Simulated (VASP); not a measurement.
Mg3Sb2: single point with PBE

Crystal: Mg3Sb2.

```
Mg Sb
1.0
     4.59387    0.00000    0.00000
    -2.29693    3.97840    0.00000
     0.00000    0.00000    7.27428
Mg Sb
3 2
Direct
  0.33333 0.66667 0.63196
  0.66667 0.33333 0.36804
  0.00000 0.00000 0.00000
  0.33333 0.66667 0.22563
  0.66667 0.33333 0.77437
```

* Program: VASP 6.6.1
* Task: single point
* Functional: PBE
* Potentials or basis: VASP PAW PBE potentials, release 64 (Mg, Sb)
* Cutoff: 600 eV
* k mesh: 12 × 12 × 6
* Occupations: gaussian, width 0.01 eV
* Spin: no spin polarisation

```yaml
Pressure: 0.1 GPa
Largest_force: 0.011 eV/Å
Band_gap_on_the_k_mesh: 0.08 eV (least direct gap 1.02 eV)
```

Forces on the atoms (eV/Å):
```
Mg   0.000  0.000  0.000
Mg   0.000  0.000  0.000
Mg   0.000  0.000  0.000
Sb   0.000  0.000 -0.011
Sb   0.000  0.000  0.011
```

Levels at points of the mesh, in eV from the valence-band top:
| k point | band 4 | band 5 | band 6 | band 7 | band 8 | band 9 | band 10 | band 11 | band 12 | band 13 |
| --- | --- | --- | --- | --- | --- | --- | --- | --- | --- | --- |
| (0.00, 0.00, 0.00) | -1.08 | -1.08 | -0.38 | -0.38 | 0.00 | 1.02 | 1.19 | 3.04 | 3.04 | 3.82 |
| (0.50, 0.00, 0.00) | -3.72 | -3.21 | -2.26 | -2.18 | -0.87 | 0.37 | 1.93 | 2.15 | 2.79 | 4.95 |
| (0.00, 0.00, 0.50) | -2.99 | -0.77 | -0.77 | -0.71 | -0.71 | 1.75 | 1.80 | 2.69 | 2.69 | 3.55 |
| (0.50, 0.00, 0.50) | -4.52 | -1.83 | -1.67 | -1.61 | -1.51 | 0.43 | 1.31 | 1.71 | 2.20 | 4.52 |

Wall time 2.4 min on 1 thread of Intel(R) Xeon(R) 6975P-C (Granite Rapids), with other jobs on the host, peak memory 0.47 GiB.

Caveat: spin-orbit coupling is left out, which moves the levels of the heavy elements. A k mesh can miss the band edges.
